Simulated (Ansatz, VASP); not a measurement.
## Two plane-wave programs on Ti3Al

```xyz
4
Lattice="2.9850 0.0000 0.0000 -1.4925 2.5851 0.0000 0.0000 0.0000 9.4073" Properties=species:S:1:pos:R:3 pbc="T T T"
Ti    0.0000    1.7234    2.3462
Ti    0.0000    1.7234    7.0611
Ti    1.4925    0.8617    0.0000
Al    1.4925    0.8617    4.7037
```

Alike in both runs: task single point; functional r2SCAN; k mesh 10 × 10 × 3; occupations fermi-dirac, width 0.05 eV; no spin polarisation.

|  | VASP | Ansatz |
| --- | --- | --- |
| version | VASP 6.6.1 | Ansatz 0.2.0 |
| potentials or method | VASP PAW PBE potentials, release 64 (Ti_sv, Al) | Ansatz PAW |
| plane-wave cutoff (eV) | 520 | 500 |
| valence electrons in the cell | 39 | 39 |

|  | VASP | Ansatz | Ansatz less VASP |
| --- | --- | --- | --- |
| gap on the k mesh at the Fermi level (eV) | none | none | - |
| pressure (GPa) | -6.5 | -6.7 | -0.19 |
| traceless stress, the component that is largest in VASP (GPa) | -0.26 | -0.27 | -0.008 |
| rms of the force components (eV/Å) | 0.008 | 0.015 | +0.0069 |

VASP's potentials were made for PBE, not for r2SCAN. Atom by atom the forces differ by 0.007 eV/Å (rms over components). A gap of «none» marks a metal or a gap that the smearing closes.
